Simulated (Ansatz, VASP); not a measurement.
One calculation of Sn3Te, two programs

Contents of INCAR:

```
SYSTEM = Sn3Te
PREC     = Accurate       ! precision mode
ENCUT    = 520            ! plane-wave cutoff, eV
EDIFF    = 1E-6           ! SCF threshold, eV
ISMEAR   = 0              ! smearing method
SIGMA    = 0.1            ! smearing width, eV
LREAL    = .False.        ! projectors in reciprocal space
LASPH    = .True.         ! aspherical terms in the spheres
NELM     = 100            ! most SCF steps
ALGO     = Fast           ! electronic algorithm
ISIF     = 2              ! what is computed and relaxed
LWAVE    = .False.        ! write WAVECAR
LCHARG   = .False.        ! write CHGCAR
GGA      = PS             ! functional
NBANDS   = 32             ! bands
```

File KPOINTS:

```
regular mesh
0
Gamma
  8 8 8
  0 0 0
```

Contents of POSCAR:

```
Sn3Te
1.0
    5.1525477293      0.0000000000      0.0000000000
    0.0000000000      4.8606104093      0.0000000000
    0.0000000000      0.0000000000      5.1525477293
Sn Te
3 1
Direct
    0.5000000000      0.5087196266      0.0000000000
    0.5000000000      0.0000000000      0.5000000000
    0.0000000000      0.4912803734      0.5000000000
    0.0000000000      0.0000000000      0.0000000000
```

Input for Ansatz:

```yaml
crystal:
  lattice:
    - [5.1525477293, 0.0, 0.0]
    - [0.0, 4.8606104093, 0.0]
    - [0.0, 0.0, 5.1525477293]
  atoms:
    - { symbol: Sn, position: [0.5, 0.5087196266, 0.0] }
    - { symbol: Sn, position: [0.5, 0.0, 0.5] }
    - { symbol: Sn, position: [0.0, 0.4912803734, 0.5] }
    - { symbol: Te, position: [0.0, 0.0, 0.0] }
basis:
  ecutwfc: 420
kpoints:
  mp_grid: { grid: [8, 8, 8] }
hamiltonian:
  xc: pbesol
scf:
  occupations: { method: gaussian, width: 0.1 }
output:
  forces: true
  stress: true
  eigenvalues: true
```

Alike in both runs: task single point; functional PBEsol; k mesh 8 × 8 × 8; occupations gaussian, width 0.1 eV; no spin polarisation.

|  | VASP | Ansatz |
| --- | --- | --- |
| version | VASP 6.6.1 | Ansatz 0.2.0 |
| potentials or method | VASP PAW PBE potentials, release 64 (Sn_d, Te), cutoff 520 eV | scalar-relativistic, plane waves, PAW |
| valence electrons in the cell | 48 | 58 |

Ansatz gave:

- gap on the k mesh at the Fermi level (eV): none
- pressure (GPa): -5.9
- traceless stress, the component that is largest in VASP (GPa): -0.49
- rms of the force components (eV/Å): 0.023

**Question.** Estimate VASP's values.

**Answer.** gap on the k mesh at the Fermi level (eV): none; pressure (GPa): -6.0; traceless stress, the component that is largest in VASP (GPa): -0.49; rms of the force components (eV/Å): 0.023.

VASP's potentials were made for PBE, not for PBEsol. Atom by atom the forces differ by 0.000 eV/Å (rms over components). A gap of «none» marks a metal or a gap that the smearing closes. With one functional, cell and mesh, what is left measures potentials, basis and numerics. VASP's potentials hold 48 valence electrons a cell and Ansatz's 58, so a difference there can come from the potentials and not from the codes.

Neither program's run includes spin-orbit coupling.
